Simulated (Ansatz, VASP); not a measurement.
One calculation of Sn, two programs

INCAR

```
SYSTEM = Sn
PREC     = Accurate       ! precision mode
ENCUT    = 520            ! plane-wave cutoff, eV
EDIFF    = 1E-6           ! SCF threshold, eV
ISMEAR   = 0              ! smearing method
SIGMA    = 0.15           ! smearing width, eV
LREAL    = .FALSE.        ! projectors in reciprocal space
LASPH    = .TRUE.         ! aspherical terms in the spheres
NELM     = 60             ! most SCF steps
ALGO     = Fast           ! electronic algorithm
ISIF     = 2              ! what is computed and relaxed
LWAVE    = .FALSE.        ! write WAVECAR
LCHARG   = .FALSE.        ! write CHGCAR
GGA      = PE             ! functional
NBANDS   = 21             ! bands
```

Contents of KPOINTS:

```
Automatic mesh
0
G
  12 12 12
  0 0 0
```

Contents of POSCAR:

```
Sn
1.0
    0.0000000000      3.3023980000      3.2456000000
    3.2456000000      0.0000000000      3.2456000000
    3.2456000000      3.3023980000      0.0000000000
Sn
2
Direct
    0.5000000000      0.5000000000      0.5000000000
    0.7500000000      0.7500000000      0.7500000000
```

Input for Ansatz:

```yaml
crystal:
  lattice:
    - [0.0, 3.302398, 3.2456]
    - [3.2456, 0.0, 3.2456]
    - [3.2456, 3.302398, 0.0]
  atoms:
    - { symbol: Sn, position: [0.5, 0.5, 0.5] }
    - { symbol: Sn, position: [0.75, 0.75, 0.75] }
basis:
  ecutwfc: 420
kpoints:
  mp_grid: { grid: [12, 12, 12] }
hamiltonian:
  xc: pbe
scf:
  occupations: { method: gaussian, width: 0.15 }
output:
  forces: true
  stress: true
  eigenvalues: true
```

Change from the starting cell: strain +0.0175 x Voigt [0, 1, 0, 0, 0, 0], atoms carried along.

Alike in both runs: task single point; functional PBE; k mesh 12 × 12 × 12; occupations gaussian, width 0.15 eV; no spin polarisation.

|  | VASP | Ansatz |
| --- | --- | --- |
| version | VASP 6.6.1 | Ansatz 0.2.0 |
| potentials or method | VASP PAW PBE potentials, release 64 (Sn_d), cutoff 520 eV | scalar-relativistic, plane waves, PAW |
| valence electrons in the cell | 28 | 28 |

```csv
,VASP,Ansatz,Ansatz less VASP
gap on the k mesh at the Fermi level (eV),none,none,-
pressure (GPa),2.3,2.4,+0.07
"traceless stress, the component that is largest in VASP (GPa)",-0.34,-0.34,-0.001
```

A gap of «none» marks a metal or a gap that the smearing closes. With one functional, cell and mesh, what is left measures potentials, basis and numerics.
